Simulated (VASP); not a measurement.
Wanted: the native input for a VASP 6.6.1 run.

```
Task                   : single point
Functional             : PBE
Potentials or basis    : VASP PAW PBE potentials, release 64 (Cd, Te)
Cutoff                 : 520 eV
k mesh                 : 6 × 6 × 6
Occupations            : gaussian, width 0.1 eV
Spin                   : no spin polarisation
Dipole correction      : no
Further INCAR settings : ALGO = Normal; EDIFF = 1e-06; NBANDS = 43
```

The structure of Cd3Te5 lies in POSCAR:

```
Cd3Te5
1.0
    6.2022098203      0.0000000000      0.0000000000
    0.0000000000      6.2022098203      0.0000000000
    0.0000000000      0.0000000000      6.2022098203
Cd Te
3 5
Direct
    0.5000000000      0.0000000000      0.0000000000
    0.0000000000      0.5000000000      0.0000000000
    0.0000000000      0.0000000000      0.5000000000
    0.0000000000      0.5000000000      0.5000000000
    0.5000000000      0.0000000000      0.5000000000
    0.5000000000      0.5000000000      0.0000000000
    0.0000000000      0.0000000000      0.0000000000
    0.5000000000      0.5000000000      0.5000000000
```

These files were run (other wordings do the same):

INCAR

```
  PREC = Accurate
  ENCUT = 520
  EDIFF = 1E-6
  ISMEAR = 0
  SIGMA = 0.1
  LREAL = False
  LASPH = True
  NELM = 60
  ALGO = Normal
  ISIF = 2
  LWAVE = False
  LCHARG = True
  GGA = PE
  LELF = True
  LVHAR = True
  NBANDS = 43
```

KPOINTS

```
regular mesh
0
Gamma
  6 6 6
```

Potentials or basis: VASP PAW PBE potentials, release 64 (Cd, Te).

Run with:

```bash
$ cat potpaw_PBE.64/Cd/POTCAR potpaw_PBE.64/Te/POTCAR > POTCAR
$ mpirun -np 1 vasp_std > vasp.out
```

It gave:

```json
{
  "Pressure": "0.1 GPa",
  "Band gap on the k mesh": "zero (band 33 reaches 5.02 eV, above the bottom of band 34 at 3.72 eV)"
}
```

Caveat: spin-orbit coupling is left out, which moves the levels of the heavy elements.

Run time: 110 s on 1 thread of Intel(R) Xeon(R) 6975P-C (Granite Rapids), on a shared host, peak memory 0.4 GiB.
